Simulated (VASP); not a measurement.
# Ta2Ru (P-62m) in VASP: further runs

The runs below take Ta2Ru through relaxation of cell and atoms, single point, with PBE.

Program: VASP 6.6.1. These are calculated values, not measurements. Logs are shortened: lines on timing, memory, paths and dates and some standing lists are left out, and cuts for length are marked.

## (1) The cell of the first run

It takes space group P-62m (No. 189, hexagonal). Conventional cell: a = 7.398 Å, b = 7.398 Å, c = 2.835 Å, α = 90.00°, β = 90.00°, γ = 120.00°. Ta (site symmetry m2m) has 2 Ru at 2.41 Å and 3 Ta at 2.58 to 2.83 Å within 3.2 Å. Ta (site symmetry -62m) has 5 Ta at 2.58 to 2.83 Å within 3.4 Å. Ru (site symmetry -6) has 3 Ta at 2.41 Å and 2 Ru at 2.83 Å within 3.2 Å.

The cell was built from a structure type or drawn by symmetry, and may not be a known phase.

## (2) Relaxation of cell and atoms, PBE

INCAR reads:

```
SYSTEM = Ta2Ru
PREC = Accurate ; ENCUT = 600
EDIFF = 1E-6 ; ISMEAR = 0
SIGMA = 0.1 ; LREAL = .False.
LASPH = .True. ; NELM = 100
ALGO = Normal ; ISIF = 3
LWAVE = .False. ; LCHARG = .False.
GGA = PE ; IBRION = 2
NSW = 90 ; EDIFFG = -0.04
```

KPOINTS reads:

```
regular mesh
0
Gamma
  3 3 6
  0 0 0
```

POSCAR reads:

```
Ta2Ru
1.0
    7.3979416281      0.0000000000      0.0000000000
   -3.6989708141      6.4068053857      0.0000000000
    0.0000000000      0.0000000000      2.8349174649
Ta Ru
4 2
Direct
    0.6512362522      0.0000000000      0.5000000000
    0.0000000000      0.6512362522      0.5000000000
    0.3487637478      0.3487637478      0.5000000000
    0.0000000000      0.0000000000      0.5000000000
    0.3333333333      0.6666666667      0.5000000000
    0.6666666667      0.3333333333      0.5000000000
```

Potentials or basis: VASP PAW PBE potentials, release 64 (Ta_pv, Ru_pv).

Started as:

```console
$ cat potpaw_PBE.64/Ta_pv/POTCAR potpaw_PBE.64/Ru_pv/POTCAR > POTCAR
$ mpirun -np 1 vasp_std > vasp.out
```

OUTCAR:

```text
SYSTEM = Ta2Ru
   PREC = Accurate
   ENCUT = 600
   EDIFF = 1E-6
   ISMEAR = 0
   LREAL = .False.
   LASPH = .True.
   NELM = 100
   ISIF = 3
   GGA = PE
   IBRION = 2
   NSW = 90
   EDIFFG = -0.04

 ion  position               nearest neighbor table
   1  0.651  0.000  0.500-   6 2.41   5 2.41   4 2.58
   2  0.000  0.651  0.500-   5 2.41   6 2.41   4 2.58
   3  0.349  0.349  0.500-   6 2.41   5 2.41   4 2.58
   4  0.000  0.000  0.500-   1 2.58   3 2.58   2 2.58
   5  0.333  0.667  0.500-   2 2.41   1 2.41   3 2.41
   6  0.667  0.333  0.500-   1 2.41   2 2.41   3 2.41

  LATTYP: Found a hexagonal cell.
 ALAT       =     7.3979416281
 C/A-ratio  =     0.3832035460

  Lattice vectors:

 A1 = (   7.3979416281,   0.0000000000,   0.0000000000)
 A2 = (  -3.6989708141,   6.4068053857,   0.0000000000)
 A3 = (   0.0000000000,   0.0000000000,   2.8349174649)

Analysis of symmetry for initial positions (statically):
=====================================================================
 Subroutine PRICEL returns:
 Original cell was already a primitive cell.

 Routine SETGRP: Setting up the symmetry group for a
 hexagonal supercell.

 Subroutine GETGRP returns: Found 12 space group operations
 (whereof 12 operations were pure point group operations)
 out of a pool of 24 trial point group operations.

The static configuration has the point symmetry D_3h.

Analysis of symmetry for dynamics (positions and initial velocities):
=====================================================================
 Subroutine PRICEL returns:
 Original cell was already a primitive cell.

 Routine SETGRP: Setting up the symmetry group for a
 hexagonal supercell.

 Subroutine GETGRP returns: Found 12 space group operations
 (whereof 12 operations were pure point group operations)
 out of a pool of 24 trial point group operations.

The dynamic configuration has the point symmetry D_3h.

 Subroutine INISYM returns: Found 12 space group operations
 (whereof 12 operations are pure point group operations),
 and found     1 'primitive' translations

----------------------------------------------------------------------------------------

                                     Primitive cell

  volume of cell :     134.3671

  direct lattice vectors                    reciprocal lattice vectors
     7.397941628  0.000000000  0.000000000     0.135172735  0.078042015  0.000000000
    -3.698970814  6.406805386  0.000000000     0.000000000  0.156084029  0.000000000
     0.000000000  0.000000000  2.834917465     0.000000000  0.000000000  0.352743955
[... 70 lines left out ...]
   PREC   = accura    normal or accurate (medium, high low for compatibility)
   ISTART =      0    job   : 0-new  1-cont  2-samecut
   ICHARG =      2    charge: 1-file 2-atom 10-const
   ISPIN  =      1    spin polarized calculation?
   LNONCOLLINEAR =      F non collinear calculations
   LSORBIT =      F    spin-orbit coupling
   LASPH  =      T    aspherical Exc in radial PAW
   ENCUT  =  600.0 eV  44.10 Ry    6.64 a.u.  14.78 14.78  5.66*2*pi/ulx,y,z
   NELM   =    100;   NELMIN=  2; NELMDL= -5     # of ELM steps
   EDIFF  = 0.1E-05   stopping-criterion for ELM
   LREAL  =      F    real-space projection
   EDIFFG = -.4E-01   stopping-criterion for IOM
   NSW    =     90    number of steps for IOM
   IBRION =      2    ionic relax: 0-MD 1-quasi-New 2-CG
   NFREE  =      1    steps in history (QN), initial steepest desc. (CG)
   ISIF   =      3    stress and relaxation
   ISYM   =      2    0-nonsym 1-usesym 2-fastsym
   POTIM  = 0.5000    time-step for ionic-motion
   TEBEG  =    0.0;   TEEND  =   0.0 temperature during run
   PSTRESS=    0.0 pullay stress
   NELECT =      72.0000    total number of electrons
   NUPDOWN=      -1.0000    fix difference up-down
   EMIN   =  10.00;   EMAX   =-10.00  energy-range for DOS
   EFERMI =   0.00;   METHOD = LEGACY
   ISMEAR =     0;   SIGMA  =   0.10  broadening in eV -4-tet -1-fermi 0-gaus
   EFERMI_NEDOS =   21; number of points for ismear=-14 and -15
   IALGO  =     38    algorithm
   IMIX   =      4    mixing-type and parameters
     AMIX     =   0.40;   BMIX     =  1.00
     AMIX_MAG =   1.60;   BMIX_MAG =  1.00
  volume/ion in A,a.u.               =      22.39       151.13
  Fermi-wavevector in a.u.,A,eV,Ry     =   1.329703  2.512775 24.056605  1.768111
  Thomas-Fermi vector in A             =   2.458846
   LORBIT       =      0    0 simple, 1 ext, 2 COOP (PROOUT), +10 PAW based schemes
   GGA     = PE    functional components
   LHFCALC =     F    Hartree Fock is set to
   AEXX    =    0.0000 exact exchange contribution
   IVDW    =     0    specifies the selected vdW correction
   LEPSILON=     F    determine dielectric tensor
   LRPA    =     F    only Hartree local field effects (RPA)
 conjugate gradient relaxation of ions
 non-spin polarized calculation
 Gauss-broadening in eV      SIGMA  =   0.10
  energy-cutoff  :      600.00
  volume of cell :      134.37
 maximum number of plane-waves:      4515
 NGX is ok and might be reduce to    60
   NGX = 29   NGY = 29   NGZ = 11

--------------------------------------- Ionic step        1  -------------------------------------------

 number of electron      71.9999988 magnetization

 Free energy of the ion-electron system (eV)
  ---------------------------------------------------
  ext. energy  EPLUGINS =         0.00000000
  ---------------------------------------------------
  free energy    TOTEN  =       -58.22087057 eV

  energy without entropy =      -58.18871710  energy(sigma->0) =      -58.20479384

------------------------ aborting loop because EDIFF is reached ----------------------------------------

  FORCE on cell =-STRESS in cart. coord.  units (eV):
  Direction    XX          YY          ZZ          XY          YZ          ZX
  --------------------------------------------------------------------------------------
  -------------------------------------------------------------------------------------
  Total        1.1705129      1.1705129     -0.5797378     -0.0000000     -0.0000000      0.0000000
  in kB       13.9570598     13.9570598     -6.9127260     -0.0000000     -0.0000000      0.0000000
  external PRESSURE =       7.0004645 kB  Pullay stress =       0.0000000 kB
[... 147 lines left out ...]
--------------------------------------- Ionic step        5  -------------------------------------------

 number of electron      71.9999990 magnetization

 Free energy of the ion-electron system (eV)
  ---------------------------------------------------
  ext. energy  EPLUGINS =         0.00000000
  ---------------------------------------------------
  free energy    TOTEN  =       -58.22881727 eV

  energy without entropy =      -58.19251827  energy(sigma->0) =      -58.21066777

 E-fermi :   4.3447     XC(G=0): -11.0209

 val. band max:        4.3408699970   @ k =   0.3333   0.0000   0.5000
 cond. band min:       4.3471581761   @ k =   0.0000   0.0000   0.3333
 fundamental gap:      0.0062881791
 Fermi energy:         4.3447208289

 k-point     1 :       0.0000    0.0000    0.0000
  band No.  band energies     occupation
      1     -37.8585      2.00000
      2     -37.8585      2.00000
      3     -37.8119      2.00000
      4     -37.8119      2.00000
      5     -37.4004      2.00000
      6     -37.3989      2.00000
[... 574 lines left out ...]
  FREE ENERGIE OF THE ION-ELECTRON SYSTEM (eV)
  ---------------------------------------------------
  free  energy   TOTEN  =       -58.2288172724 eV

  energy  without entropy=      -58.1925182693  energy(sigma->0) =      -58.21066777

 reached required accuracy - stopping structural energy minimisation
```

OSZICAR:

```text
N       E                     dE             d eps       ncg     rms          rms(c)
DAV:   1     0.847498312990E+03    0.84750E+03   -0.45003E+04  1040   0.189E+03
DAV:   2    -0.194963954645E+02   -0.86699E+03   -0.85089E+03  1070   0.546E+02
DAV:   3    -0.586537224951E+02   -0.39157E+02   -0.37858E+02  1359   0.987E+01
[... 54 lines left out ...]
DAV:   4    -0.582293272727E+02    0.62970E-03   -0.10566E-02  1264   0.429E-01    0.135E-01
DAV:   5    -0.582288234481E+02    0.50382E-03   -0.26850E-03  1265   0.235E-01    0.564E-02
DAV:   6    -0.582288208782E+02    0.25699E-05   -0.11912E-04  1205   0.514E-02    0.272E-02
DAV:   7    -0.582288179757E+02    0.29025E-05   -0.16099E-05  1257   0.181E-02    0.110E-02
DAV:   8    -0.582288172724E+02    0.70337E-06   -0.14349E-06   696   0.692E-03
   5 F= -.58228817E+02 E0= -.58210668E+02  d E =-.120612E-02
```

It took 8 min on 1 thread of Intel Xeon Platinum 8488C (Sapphire Rapids), shared host; peak memory 0.33 GiB.

Results:

* Free energy: -58.2288 eV
* Relaxed volume: 22.50 Å³/atom
* Relaxed cell: a = 7.438 Å, b = 7.438 Å, c = 2.818 Å, α = 90.00°, β = 90.00°, γ = 120.00°
* Space group after relaxing (to 0.1 Å): P-62m (No. 189)
* Energy gained by relaxing: 1.3 meV/atom
* Ionic steps: 5
* Pressure after relaxing: 0.0 GPa
* Largest force after relaxing: 0.012 eV/Å
* Band gap on the k mesh: zero (bands 36 and 37 overlap by 0.36 eV)

Forces on the atoms (eV/Å):
```
Ta  -0.012  0.000  0.000
Ta   0.006 -0.010  0.000
Ta   0.006  0.010  0.000
Ta   0.000  0.000  0.000
Ru   0.000  0.000  0.000
Ru   0.000  0.000  0.000
```

The path:
```csv
step,energy change (eV),largest force (eV/Å),pressure (GPa),volume (Å³)
1,0.0000,0.0044,0.70,134.37
2,-0.0026,0.0470,-1.19,136.27
3,-0.0067,0.0240,-0.39,135.42
4,-0.0075,0.0040,0.24,134.72
5,-0.0079,0.0117,0.01,134.98
```

Final structure:
```cif
data_structure
_symmetry_space_group_name_H-M 'P 1'
_symmetry_Int_Tables_number 1
_cell_length_a 7.4376
_cell_length_b 7.4376
_cell_length_c 2.8176
_cell_angle_alpha 90.000
_cell_angle_beta 90.000
_cell_angle_gamma 120.000
_cell_volume 134.98
loop_
_atom_site_label
_atom_site_type_symbol
_atom_site_fract_x
_atom_site_fract_y
_atom_site_fract_z
_atom_site_occupancy
Ta1 Ta 0.65117 0.00000 0.50000 1
Ta2 Ta 0.00000 0.65117 0.50000 1
Ta3 Ta 0.34883 0.34883 0.50000 1
Ta4 Ta 0.00000 0.00000 0.50000 1
Ru1 Ru 0.33333 0.66667 0.50000 1
Ru2 Ru 0.66667 0.33333 0.50000 1
```

Caveat: the k points lie up to 0.37 Å⁻¹ apart in the final cell; spin-orbit coupling is left out, which moves the levels of the heavy elements.

(Part 1 of 2 ends here.)
